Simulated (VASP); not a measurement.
# Be2H3 (R-3c) in VASP: notebook

Runs on Be2H3. Level: PBE. Tasks: single point.

All numbers are computed with VASP 6.6.1; they aren't measurements. Logs are shortened: lines on timing, memory, paths and dates and some standing lists are left out, and cuts for length are marked.

## 1. The cell of the first run

Symmetry: R-3c, No. 167, trigonal system. Conventional cell: a = 3.853 Å, b = 3.853 Å, c = 14.807 Å, α = 90.00°, β = 90.00°, γ = 120.00°. Within 2.1 Å of Be (site symmetry 3) lie 6 H at 1.59 to 1.96 Å and 1 Be at 2.04 Å. H (site symmetry 2) has 4 Be at 1.59 to 1.96 Å and 2 H at 2.10 Å within 2.2 Å.

## 2. Single point, PBE

INCAR

```
PREC = Accurate
ENCUT = 520
EDIFF = 1E-6
ISMEAR = 0
SIGMA = 0.1
LREAL = False
LASPH = True
NELM = 80
ALGO = Normal
ISIF = 2
LWAVE = False
LCHARG = False
GGA = PE
NBANDS = 18
```

KPOINTS

```
Automatic mesh
0
Gamma
  6 6 6
```

POSCAR

```
Be2H3
1.0
    1.9263639515      1.1121867460      4.9355436889
   -1.9263639515      1.1121867460      4.9355436889
    0.0000000000     -2.2243734920      4.9355436889
Be H
4 6
Direct
    0.8189861386      0.8189861386      0.8189861386
    0.6810138614      0.6810138614      0.6810138614
    0.1810138614      0.1810138614      0.1810138614
    0.3189861386      0.3189861386      0.3189861386
    0.0647642447      0.4352357553      0.7500000000
    0.7500000000      0.0647642447      0.4352357553
    0.4352357553      0.7500000000      0.0647642447
    0.9352357553      0.5647642447      0.2500000000
    0.2500000000      0.9352357553      0.5647642447
    0.5647642447      0.2500000000      0.9352357553
```

Potentials or basis: VASP PAW PBE potentials, release 64 (Be, H).

Started as:

```console
$ cat potpaw_PBE.64/Be/POTCAR potpaw_PBE.64/H/POTCAR > POTCAR
$ mpirun -np 1 vasp_std > vasp.out
```

OUTCAR:

```text
PREC = Accurate
   ENCUT = 520
   EDIFF = 1E-6
   ISMEAR = 0
   LREAL = False
   LASPH = True
   NELM = 80
   ISIF = 2
   GGA = PE

 ion  position               nearest neighbor table
   1  0.819  0.819  0.819-   5 1.59   6 1.59   7 1.59   2 2.04   3 2.26   3 2.26   3 2.26
   2  0.681  0.681  0.681-   5 1.59   6 1.59   7 1.59   1 2.04   4 2.26   4 2.26   4 2.26
   3  0.181  0.181  0.181-   8 1.59   9 1.59  10 1.59   4 2.04   1 2.26   1 2.26   1 2.26
   4  0.319  0.319  0.319-   8 1.59   9 1.59  10 1.59   3 2.04   2 2.26   2 2.26   2 2.26
   5  0.065  0.435  0.750-   1 1.59   2 1.59
   6  0.750  0.065  0.435-   1 1.59   2 1.59
   7  0.435  0.750  0.065-   1 1.59   2 1.59
   8  0.935  0.565  0.250-   3 1.59   4 1.59
   9  0.250  0.935  0.565-   3 1.59   4 1.59
  10  0.565  0.250  0.935-   3 1.59   4 1.59

  LATTYP: Found a trigonal (rhomboedric) cell.
 ALAT       =     5.4136336168
 COS(alpha) =     0.7467619502

  Lattice vectors:

 A1 = (   1.9263639515,   1.1121867460,   4.9355436889)
 A2 = (  -1.9263639515,   1.1121867460,   4.9355436889)
 A3 = (   0.0000000000,  -2.2243734920,   4.9355436889)

Analysis of symmetry for initial positions (statically):
=====================================================================
 Subroutine PRICEL returns:
 Original cell was already a primitive cell.

 Routine SETGRP: Setting up the symmetry group for a
 trigonal (rhombohedral) supercell.

 Subroutine GETGRP returns: Found 12 space group operations
 (whereof  6 operations were pure point group operations)
 out of a pool of 12 trial point group operations.

The static configuration has the point symmetry S_6 .
 The point group associated with its full space group is D_3d.

Analysis of symmetry for dynamics (positions and initial velocities):
=====================================================================
 Subroutine PRICEL returns:
 Original cell was already a primitive cell.

 Routine SETGRP: Setting up the symmetry group for a
 trigonal (rhombohedral) supercell.

 Subroutine GETGRP returns: Found 12 space group operations
 (whereof  6 operations were pure point group operations)
 out of a pool of 12 trial point group operations.

The dynamic configuration has the point symmetry S_6 .
 The point group associated with its full space group is D_3d.

 Subroutine INISYM returns: Found 12 space group operations
 (whereof  6 operations are pure point group operations),
 and found     1 'primitive' translations

----------------------------------------------------------------------------------------

                                     Primitive cell

  volume of cell :      63.4457

  direct lattice vectors                    reciprocal lattice vectors
     1.926363951  1.112186746  4.935543689     0.259556352  0.149854930  0.067537308
    -1.926363951  1.112186746  4.935543689    -0.259556352  0.149854930  0.067537308
     0.000000000 -2.224373492  4.935543689     0.000000000 -0.299709859  0.067537308

  length of vectors
     5.413633617  5.413633617  5.413633617     0.307225142  0.307225142  0.307225142

  position of ions in fractional coordinates (direct lattice)
     0.818986139  0.818986139  0.818986139
     0.681013861  0.681013861  0.681013861
     0.181013861  0.181013861  0.181013861
     0.318986139  0.318986139  0.318986139
     0.064764245  0.435235755  0.750000000
     0.750000000  0.064764245  0.435235755
     0.435235755  0.750000000  0.064764245
     0.935235755  0.564764245  0.250000000
     0.250000000  0.935235755  0.564764245
     0.564764245  0.250000000  0.935235755

  ion indices of the primitive-cell ions
   primitive index   ion index
                 1           1
                 2           2
                 3           3
                 4           4
                 5           5
                 6           6
                 7           7
                 8           8
                 9           9
                10          10

----------------------------------------------------------------------------------------

 KPOINTS: Automatic mesh

Automatic generation of k-mesh.
 Grid dimensions read from file:
 generate k-points for:    6    6    6

 Generating k-lattice:

  Cartesian coordinates                     Fractional coordinates (reciprocal lattice)
     0.043259392  0.024975822  0.011256218     0.166666667 -0.000000000 -0.000000000
    -0.043259392  0.024975822  0.011256218    -0.000000000  0.166666667 -0.000000000
     0.000000000 -0.049951643  0.011256218    -0.000000000 -0.000000000  0.166666667

  Length of vectors
     0.051204190  0.051204190  0.051204190

  Shift w.r.t. Gamma in fractional coordinates (k-lattice)
     0.000000000  0.000000000  0.000000000

 Subroutine IBZKPT returns following result:
 ===========================================

 Found     32 irreducible k-points:

 Following reciprocal coordinates:
            Coordinates               Weight
  0.000000  0.000000  0.000000      1.000000
  0.166667 -0.000000  0.000000      6.000000
  0.333333 -0.000000 -0.000000      6.000000
  0.500000 -0.000000  0.000000      3.000000
  0.166667  0.166667  0.000000      6.000000
  0.333333  0.166667  0.000000     12.000000
[... 16 lines left out ...]
  0.500000  0.500000  0.166667      6.000000
 -0.333333  0.500000  0.166667     12.000000
 [... further k-points ...]
   k-points           NKPTS =     32   k-points in BZ     NKDIM =     32   number of bands    NBANDS=     18
   number of dos      NEDOS =    301   number of ions     NIONS =     10
   total plane-waves  NPLWV =  64000
   dimension x,y,z NGX =    40 NGY =   40 NGZ =   40
   dimension x,y,z NGXF=    80 NGYF=   80 NGZF=   80
   ions per type =               4   6
   NGX,Y,Z   is equivalent  to a cutoff of  12.28, 12.28, 12.28 a.u.
   NGXF,Y,Z  is equivalent  to a cutoff of  24.57, 24.57, 24.57 a.u.
 SYSTEM =  unknown system
   PREC   = accura    normal or accurate (medium, high low for compatibility)
   ISTART =      0    job   : 0-new  1-cont  2-samecut
   ICHARG =      2    charge: 1-file 2-atom 10-const
   ISPIN  =      1    spin polarized calculation?
   LNONCOLLINEAR =      F non collinear calculations
   LSORBIT =      F    spin-orbit coupling
   LASPH  =      T    aspherical Exc in radial PAW
   ENCUT  =  520.0 eV  38.22 Ry    6.18 a.u.  10.07 10.07 10.07*2*pi/ulx,y,z
   NELM   =     80;   NELMIN=  2; NELMDL= -5     # of ELM steps
   EDIFF  = 0.1E-05   stopping-criterion for ELM
   LREAL  =      F    real-space projection
   EDIFFG = 0.1E-04   stopping-criterion for IOM
   NSW    =      0    number of steps for IOM
   IBRION =     -1    ionic relax: 0-MD 1-quasi-New 2-CG
   NFREE  =      0    steps in history (QN), initial steepest desc. (CG)
   ISIF   =      2    stress and relaxation
   ISYM   =      2    0-nonsym 1-usesym 2-fastsym
   POTIM  = 0.5000    time-step for ionic-motion
   TEBEG  =    0.0;   TEEND  =   0.0 temperature during run
   PSTRESS=    0.0 pullay stress
   NELECT =      14.0000    total number of electrons
   NUPDOWN=      -1.0000    fix difference up-down
   EMIN   =  10.00;   EMAX   =-10.00  energy-range for DOS
   EFERMI =   0.00;   METHOD = LEGACY
   ISMEAR =     0;   SIGMA  =   0.10  broadening in eV -4-tet -1-fermi 0-gaus
   EFERMI_NEDOS =   21; number of points for ismear=-14 and -15
   IALGO  =     38    algorithm
   IMIX   =      4    mixing-type and parameters
     AMIX     =   0.40;   BMIX     =  1.00
     AMIX_MAG =   1.60;   BMIX_MAG =  1.00
  volume/ion in A,a.u.               =       6.34        42.82
  Fermi-wavevector in a.u.,A,eV,Ry     =   0.989274  1.869457 13.315528  0.978664
  Thomas-Fermi vector in A             =   2.120861
   LORBIT       =      0    0 simple, 1 ext, 2 COOP (PROOUT), +10 PAW based schemes
   GGA     = PE    functional components
   LHFCALC =     F    Hartree Fock is set to
   AEXX    =    0.0000 exact exchange contribution
   IVDW    =     0    specifies the selected vdW correction
   LEPSILON=     F    determine dielectric tensor
   LRPA    =     F    only Hartree local field effects (RPA)
 non-spin polarized calculation
 Gauss-broadening in eV      SIGMA  =   0.10
  energy-cutoff  :      520.00
  volume of cell :       63.45
 maximum number of plane-waves:      1726
   NGX = 21   NGY = 21   NGZ = 21

 number of electron      14.0000000 magnetization

 Free energy of the ion-electron system (eV)
  ---------------------------------------------------
  ext. energy  EPLUGINS =         0.00000000
  ---------------------------------------------------
  free energy    TOTEN  =       -31.72763695 eV

  energy without entropy =      -31.72047563  energy(sigma->0) =      -31.72405629

 E-fermi :   3.7721     XC(G=0):  -9.5442

 val. band max:        3.7365008135   @ k =   0.5000   0.1667   0.1667
 cond. band min:       3.8268191750   @ k =   0.5000   0.5000   0.5000
 fundamental gap:      0.0903183615
 Fermi energy:         3.7720507288

 k-point     1 :       0.0000    0.0000    0.0000
  band No.  band energies     occupation
      1      -8.2702      2.00000
      2      -5.4482      2.00000
      3      -0.1709      2.00000
      4      -0.1709      2.00000
      5       0.3005      2.00000
      6       1.5986      2.00000
[... 10 lines left out ...]
     17      12.2985      0.00000
     18      14.8221      0.00000

 k-point     2 :       0.1667   -0.0000    0.0000
  band No.  band energies     occupation
      1      -7.9560      2.00000
      2      -5.1940      2.00000
      3      -1.1924      2.00000
      4      -0.4573      2.00000
      5       0.4914      2.00000
      6       0.7174      2.00000
[... 10 lines left out ...]
     17      12.6554      0.00000
     18      14.5765      0.00000
[... 442 lines left out ...]
 k-point    24 :      -0.3333    0.5000    0.1667
  band No.  band energies     occupation
      1      -5.4730      2.00000
      2      -5.0119      2.00000
      3      -4.0041      2.00000
      4      -2.8434      2.00000
      5      -1.7307      2.00000
      6       0.1151      2.00000
[... 10 lines left out ...]
     17      14.0357      0.00000
     18      14.7464      0.00000

 [... further k-points ...]

------------------------ aborting loop because EDIFF is reached ----------------------------------------

  FORCE on cell =-STRESS in cart. coord.  units (eV):
  Direction    XX          YY          ZZ          XY          YZ          ZX
  --------------------------------------------------------------------------------------
  -------------------------------------------------------------------------------------
  Total       -0.0305013     -0.0305013      0.0162427      0.0000000      0.0000000      0.0000000
  in kB       -0.7702403     -0.7702403      0.4101719      0.0000000      0.0000000      0.0000000
  external PRESSURE =      -0.3767696 kB  Pullay stress =       0.0000000 kB

 VOLUME and BASIS-vectors are now :
 -----------------------------------------------------------------------------
  energy-cutoff  :      520.00
  volume of cell :       63.45
      direct lattice vectors                 reciprocal lattice vectors
     1.926363951  1.112186746  4.935543689     0.259556352  0.149854930  0.067537308
    -1.926363951  1.112186746  4.935543689    -0.259556352  0.149854930  0.067537308
     0.000000000 -2.224373492  4.935543689     0.000000000 -0.299709859  0.067537308

 POSITION                                       TOTAL-FORCE (eV/Angst)
 -----------------------------------------------------------------------------------
      0.00000      0.00000     12.12643         0.000000      0.000000      0.013676
      0.00000      0.00000     10.08352         0.000000      0.000000     -0.013676
      0.00000      0.00000      2.68021         0.000000     -0.000000     -0.013676
      0.00000      0.00000      4.72311         0.000000      0.000000      0.013676
     -0.71366     -1.11219      6.16943         0.008254     -0.000000     -0.000000
      1.32001     -0.06196      6.16943        -0.004127      0.007148     -0.000000
     -0.60635      1.17414      6.16943        -0.004127     -0.007148     -0.000000
      0.71366      1.11219      8.63720        -0.008254     -0.000000     -0.000000
     -1.32001      0.06196      8.63720         0.004127     -0.007148     -0.000000
      0.60635     -1.17414      8.63720         0.004127      0.007148     -0.000000
 -----------------------------------------------------------------------------------
    total drift:                               -0.000000      0.000000      0.000000

  FREE ENERGIE OF THE ION-ELECTRON SYSTEM (eV)
  ---------------------------------------------------
  free  energy   TOTEN  =       -31.7276369454 eV

  energy  without entropy=      -31.7204756281  energy(sigma->0) =      -31.72405629
```

Run time: 34 s. Hardware: 1 thread of Intel Xeon Platinum 8488C (Sapphire Rapids), shared host; peak memory 0.23 GiB.

Results:

- Free energy: -31.7276 eV
- Pressure: 0.0 GPa
- Largest force: 0.014 eV/Å
- Band gap on the k mesh: zero (bands 7 and 8 overlap by 1.69 eV)

Forces in eV/Å, atoms in the order of the input:
```
Be   0.000  0.000  0.014
Be   0.000  0.000 -0.014
Be   0.000  0.000 -0.014
Be   0.000  0.000  0.014
H    0.008  0.000  0.000
H   -0.004  0.007  0.000
H   -0.004 -0.007  0.000
H   -0.008  0.000  0.000
H    0.004 -0.007  0.000
H    0.004  0.007  0.000
```

## 3. Single point, PBE

This run uses another cell than the first one, of 6.80 Å³/atom.

INCAR

```
SYSTEM = Be2H3
PREC     = Accurate       ! precision mode
ENCUT    = 520            ! plane-wave cutoff, eV
EDIFF    = 1E-6           ! SCF threshold, eV
ISMEAR   = 0              ! smearing method
SIGMA    = 0.1            ! smearing width, eV
LREAL    = .FALSE.        ! projectors in reciprocal space
LASPH    = .TRUE.         ! aspherical terms in the spheres
NELM     = 80             ! most SCF steps
ALGO     = Normal         ! electronic algorithm
ISIF     = 2              ! what is computed and relaxed
LWAVE    = .FALSE.        ! write WAVECAR
LCHARG   = .FALSE.        ! write CHGCAR
GGA      = PE             ! functional
NBANDS   = 18             ! bands
```

KPOINTS

```
regular mesh
0
G
  6 6 6
  0 0 0
```

POSCAR

```
Be2H3
1.0
    2.2088922884      1.2753045573      4.0205156756
   -2.2088922884      1.2753045573      4.0205156756
    0.0000000000     -2.5506091147      4.0205156756
Be H
4 6
Direct
    0.8521800000      0.8521800000      0.8521800000
    0.6478200000      0.6478200000      0.6478200000
    0.1478200000      0.1478200000      0.1478200000
    0.3521800000      0.3521800000      0.3521800000
    0.0562500000      0.4437500000      0.7500000000
    0.7500000000      0.0562500000      0.4437500000
    0.4437500000      0.7500000000      0.0562500000
    0.9437500000      0.5562500000      0.2500000000
    0.2500000000      0.9437500000      0.5562500000
    0.5562500000      0.2500000000      0.9437500000
```

Potentials or basis: VASP PAW PBE potentials, release 64 (Be, H).

Started as:

```console
$ cat potpaw_PBE.64/Be/POTCAR potpaw_PBE.64/H/POTCAR > POTCAR
$ mpirun -np 1 vasp_std > vasp.out
```

Wall time 25 s (1 thread of Intel Xeon Platinum 8488C (Sapphire Rapids), shared host); peak memory 0.2 GiB.

It converged, with:

| Item | Value |
| --- | --- |
| Free energy | -30.4954 eV |
| Pressure | -9.9 GPa |
| Largest force | 0.211 eV/Å |
| Band gap on the k mesh | zero (bands 7 and 8 overlap by 2.37 eV) |

Forces on the atoms (eV/Å):
```
Be   0.000  0.000 -0.165
Be   0.000  0.000  0.165
Be   0.000  0.000  0.165
Be   0.000  0.000 -0.165
H    0.211  0.000  0.000
H   -0.106  0.183  0.000
H   -0.106 -0.183  0.000
H   -0.211  0.000  0.000
H    0.106 -0.183  0.000
H    0.106  0.183  0.000
```

Stress tensor (GPa, compression positive):
```
-11.95   0.00   0.00
  0.00 -11.95   0.00
  0.00   0.00  -5.80
```

Levels at points of the mesh, in eV from the Fermi level:
| k point | band 3 | band 4 | band 5 | band 6 | band 7 | band 8 | band 9 | band 10 | band 11 | band 12 |
| --- | --- | --- | --- | --- | --- | --- | --- | --- | --- | --- |
| (0.00, 0.00, 0.00) | -5.83 | -5.83 | -4.25 | -4.25 | -1.08 | -0.28 | -0.28 | 0.57 | 0.94 | 1.79 |
| (0.50, 0.00, 0.00) | -6.00 | -6.00 | -5.76 | -5.76 | -1.03 | -1.03 | 1.72 | 1.72 | 4.09 | 4.09 |
| (0.50, 0.50, 0.00) | -8.02 | -7.64 | -6.55 | -4.52 | 1.34 | 1.55 | 1.58 | 3.58 | 3.64 | 4.23 |
| (0.50, 0.50, 0.50) | -5.46 | -5.46 | -5.46 | -5.46 | 0.32 | 0.32 | 2.63 | 2.63 | 2.63 | 2.63 |

Caveat: the cell stands under tension.

## 4. Single point, PBE

This run uses another cell than the first one, of 6.36 Å³/atom.

INCAR

```
SYSTEM = Be2H3
PREC     = Accurate       ! precision mode
ENCUT    = 520            ! plane-wave cutoff, eV
EDIFF    = 1E-7           ! SCF threshold, eV
ISMEAR   = 0              ! smearing method
SIGMA    = 0.1            ! smearing width, eV
LREAL    = .False.        ! projectors in reciprocal space
LASPH    = .True.         ! aspherical terms in the spheres
NELM     = 80             ! most SCF steps
ALGO     = Normal         ! electronic algorithm
ISIF     = 2              ! what is computed and relaxed
LWAVE    = .False.        ! write WAVECAR
LCHARG   = .False.        ! write CHGCAR
GGA      = PE             ! functional
NBANDS   = 18             ! bands
```

KPOINTS

```
Automatic mesh
0
Gamma
  8 8 8
  0 0 0
```

POSCAR

```
Be2H3
1.0
   -1.9242536207      3.3329050377      0.0000000000
   -3.8485072414      0.0000000000      0.0000000000
   -1.9242536207      1.1109683459      4.9600667463
Be H
4 6
Direct
    0.6817059530      0.6817059530      0.9548821411
    0.8182940470      0.8182940470      0.5451178589
    0.3182940470      0.3182940470      0.0451178589
    0.1817059530      0.1817059530      0.4548821411
    0.7500000000      0.4352844431      0.7500000000
    0.0647155569      0.7500000000      0.7500000000
    0.4352844431      0.0647155569      0.7500000000
    0.2500000000      0.5647155569      0.2500000000
    0.9352844431      0.2500000000      0.2500000000
    0.5647155569      0.9352844431      0.2500000000
```

Started as:

```console
$ cat potpaw_PBE.64/Be/POTCAR potpaw_PBE.64/H/POTCAR > POTCAR
$ mpirun -np 1 vasp_std > vasp.out
```

It took 67 s on 1 thread of Intel Xeon Platinum 8488C (Sapphire Rapids), shared host; peak memory 0.2 GiB.

The run converged. Its results:

```yaml
Free_energy: -31.7269 eV
Pressure: -0.1 GPa
Largest_force: 0.003 eV/Å
Band_gap_on_the_k_mesh: zero (bands 7 and 8 overlap by 1.59 eV)
```

Forces on the atoms (eV/Å):
```
Be   0.000  0.000 -0.002
Be   0.000  0.000  0.002
Be   0.000  0.000  0.002
Be   0.000  0.000 -0.002
H    0.003  0.000  0.000
H   -0.002  0.003  0.000
H   -0.002 -0.003  0.000
H   -0.003  0.000  0.000
H    0.002 -0.003  0.000
H    0.002  0.003  0.000
```

Stress tensor (GPa, compression positive):
```
-0.18  0.00  0.00
 0.00 -0.18  0.00
 0.00  0.00  0.19
```

Levels at points of the mesh, in eV from the Fermi level:
```tsv
k point	band 3	band 4	band 5	band 6	band 7	band 8	band 9	band 10	band 11	band 12
(0.00, 0.00, 0.00)	-3.96	-3.96	-3.57	-2.21	-2.21	1.65	1.65	2.35	4.07	4.07
(0.50, 0.00, 0.00)	-6.58	-6.58	-4.57	-4.57	-1.10	-1.10	2.02	2.02	7.14	7.14
(0.50, 0.50, 0.00)	-8.23	-6.82	-5.72	-2.73	0.01	0.78	1.39	2.57	2.65	6.61
(0.00, 0.00, 0.50)	-3.35	-3.35	-3.35	-3.35	-0.09	-0.09	4.14	4.14	4.14	4.14
```

## 5. Overview

| cell | k mesh | gap on the mesh (eV) | pressure (GPa) | largest force (eV/Å) |
| --- | --- | --- | --- | --- |
| a = 5.414 Å, angles 41.7°, 10 atoms, atomic positions A | 6 × 6 × 6 | none | 0.0 | 0.01 |
| a = 4.761 Å, angles 55.3°, 10 atoms, atomic positions B | 6 × 6 × 6 | none | -9.9 | 0.21 |
| a = 3.849, b = 3.849, c = 5.435 Å, angles 69.3, 69.3, 60.0°, 10 atoms, atomic positions C | 8 × 8 × 8 | none | -0.1 | - |

Alike in all rows: task single point; level PBE; potentials or basis VASP PAW PBE potentials, release 64 (Be, H); no spin polarisation; cutoff (eV) 520; smearing gaussian 0.1 eV.

Caveats: the cell stands under tension (at least some runs).

Absolute energies hang on the potentials; compare differences alone.
